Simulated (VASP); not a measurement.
Crystal: LiCl.

```
CELL_PARAMETERS angstrom
0.00000 2.73304 2.73304
2.73304 0.00000 2.73304
2.73304 2.73304 0.00000
ATOMIC_POSITIONS crystal
Li 0.00000 0.00000 0.00000
Cl 0.25000 0.25000 0.25000
```

Base run:

```yaml
Program: VASP 6.6.1
Functional: HSE06
Potentials_or_basis: VASP PAW PBE potentials, release 64 (Li_sv, Cl)
Cutoff: 520 eV
k_mesh: 6 × 6 × 6
Occupations: gaussian, width 0.01 eV
Spin: no spin polarisation
```

Its results: band gap on the k mesh 7.38 eV, direct.

Q: The run is repeated on the same cell with these changes: functional from HSE06 to PBE; cutoff from 520 eV to 750 eV; k mesh from 6 × 6 × 6 to 4 × 4 × 4. What comes out?

A: Band gap on the k mesh 6.05 eV, direct.

Several settings changed at once, so the effect can't be laid on one alone.

Caveats: some runs use coarse meshes.

